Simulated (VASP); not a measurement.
Write the native input for VASP 6.6.1 that does the following.

* Task: single point
* Functional: PBE
* Dispersion: D3(BJ)
* Potentials or basis: VASP PAW PBE potentials, release 64 (C, N)
* Cutoff: 520 eV
* k mesh: 12 × 12 × 1
* Occupations: gaussian, width 0.1 eV
* Spin: no spin polarisation
* Dipole correction: yes
* Further INCAR settings: ALGO = Normal; EDIFF = 1e-06; NBANDS = 28

The structure of C8N lies in POSCAR:

```
C8N
1.0
    2.4655379958      0.0000000000      0.0000000000
   -1.2327689979      2.1341461202      0.0000000000
    0.0000000000      0.0000000000     29.1985170553
C N
8 1
Direct
    0.0833101794      0.1666203587      0.2911106747
    0.4166898206      0.8333796413      0.2911106747
    0.5833101794      0.1666203587      0.4075389574
    0.9166898206      0.8333796413      0.4075389574
   -0.0618846887     -0.1237693774      0.5230129893
    0.2714646765      0.5429293530      0.5228628536
    0.6471450186      0.2942900372      0.6377250291
    0.9804036442      0.9608072884      0.6266539554
    0.6466861298      0.2933722596      0.6875045440
```

One way to write it, as run:

INCAR

```
SYSTEM = C8N
ALGO     = Normal         ! electronic algorithm
DIPOL    = 0.5 0.5 0.488
EDIFF    = 1E-6           ! SCF threshold, eV
ENCUT    = 520            ! plane-wave cutoff, eV
GGA      = PE             ! functional
IDIPOL   = 3            
ISIF     = 2              ! what is computed and relaxed
ISMEAR   = 0              ! smearing method
IVDW     = 12             ! dispersion correction
LASPH    = .True.         ! aspherical terms in the spheres
LCHARG   = .True.         ! write CHGCAR
LDIPOL   = .True.       
LELF     = .True.         ! ELF
LREAL    = .False.        ! projectors in reciprocal space
LVACPOTAV= .True.       
LVHAR    = .True.       
LWAVE    = .False.        ! write WAVECAR
NBANDS   = 28             ! bands
NELM     = 100            ! most SCF steps
PREC     = Accurate       ! precision mode
SIGMA    = 0.1            ! smearing width, eV
```

KPOINTS

```
k-points
0
Gamma
  12 12 1
  0 0 0
```

Potentials or basis: VASP PAW PBE potentials, release 64 (C, N).

Command:

```console
$ cat potpaw_PBE.64/C/POTCAR potpaw_PBE.64/N/POTCAR > POTCAR
$ mpirun -np 1 vasp_std > vasp.out
```

Results of the run:

- Largest force: 0.104 eV/Å
- Dispersion energy per atom: -0.140 eV

Run time: 2.9 min on 1 thread of Intel(R) Xeon(R) 6975P-C (Granite Rapids), with other jobs on the host, peak memory 0.34 GiB.
